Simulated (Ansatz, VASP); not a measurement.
Si3Br: VASP beside Ansatz

```xyz
4
Lattice="0.0000 3.6125 3.6125 3.6125 0.0000 3.6125 3.6125 3.6125 0.0000" Properties=species:S:1:pos:R:3 pbc="T T T"
Si    1.8062    1.8062    1.8062
Si    5.4187    5.4187    5.4187
Si    3.6125    3.6125    3.6125
Br    0.0000    0.0000    0.0000
```

Alike in both runs: task single point; functional PBE; k mesh 4 × 4 × 4; occupations gaussian, width 0.1 eV; no spin polarisation.

|  | VASP | Ansatz |
| --- | --- | --- |
| version | VASP 6.6.1 | Ansatz 0.2.0 |
| potentials or method | VASP PAW PBE potentials, release 64 (Si, Br), cutoff 520 eV | scalar-relativistic, plane waves, PAW |
| valence electrons in the cell | 19 | 19 |

```tsv
	VASP	Ansatz	Ansatz less VASP
gap on the k mesh at the Fermi level (eV)	none	none	-
pressure (GPa)	-9.2	-9.2	-0.01
```

A gap of «none» marks a metal or a gap that the smearing closes. With one functional, cell and mesh, what is left measures potentials, basis and numerics.

The k mesh is coarse, so the values compare programs but aren't converged.
